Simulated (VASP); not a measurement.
A run of VASP 6.6.1 is set up as follows.

Contents of INCAR:

```
SYSTEM = Ti3H
ALGO = Normal
DIPOL = 0.5 0.5 0.318
EDIFF = 1E-7
ENCUT = 520
GGA = PE
IDIPOL = 3
ISIF = 2
ISMEAR = 0
LASPH = .True.
LCHARG = .False.
LDIPOL = .True.
LREAL = .False.
LWAVE = .False.
NBANDS = 47
NELM = 100
PREC = Accurate
SIGMA = 0.1
```

KPOINTS

```
k-points
0
Gamma
  6 6 1
  0 0 0
```

POSCAR

```
Ti3H
1.0
    4.6037402166      0.0000000000      0.0000000000
   -2.3018701083      3.9869559800      0.0000000000
    0.0000000000      0.0000000000     22.4968207969
Ti H
6 2
Direct
    0.6666666667      0.3333333333      0.1778029010
    0.3333333333      0.6666666667      0.2195747826
    0.0000000000      0.0000000000      0.2613466643
    0.6666666667      0.3333333333      0.2980472831
    0.3333333333      0.6666666667      0.3304570154
    0.0000000000      0.0000000000      0.3776898467
    0.1671664623      0.8328335377      0.4403653692
    0.4995002043      0.5004997957      0.4403653692
```

Potentials or basis: VASP PAW PBE potentials, release 64 (Ti_sv, H).

Command:

```sh
$ cat potpaw_PBE.64/Ti_sv/POTCAR potpaw_PBE.64/H/POTCAR > POTCAR
$ mpirun -np 1 vasp_std > vasp.out
```

Q: Predict the band gap on the k mesh.

A: Zero (bands 37 and 38 overlap by 0.23 eV).

Q: Estimate the largest force.

A: 2.105 eV/Å.

Forces in eV/Å, atoms in the order of the input:
```
Ti  -0.032  0.019  0.093
Ti  -0.013  0.007  0.316
Ti  -0.002  0.001 -0.779
Ti  -0.005  0.003 -0.482
Ti  -0.176  0.101  1.717
Ti   0.532 -0.307  2.013
H   -0.070  0.041 -1.132
H   -0.234  0.135 -1.746
```
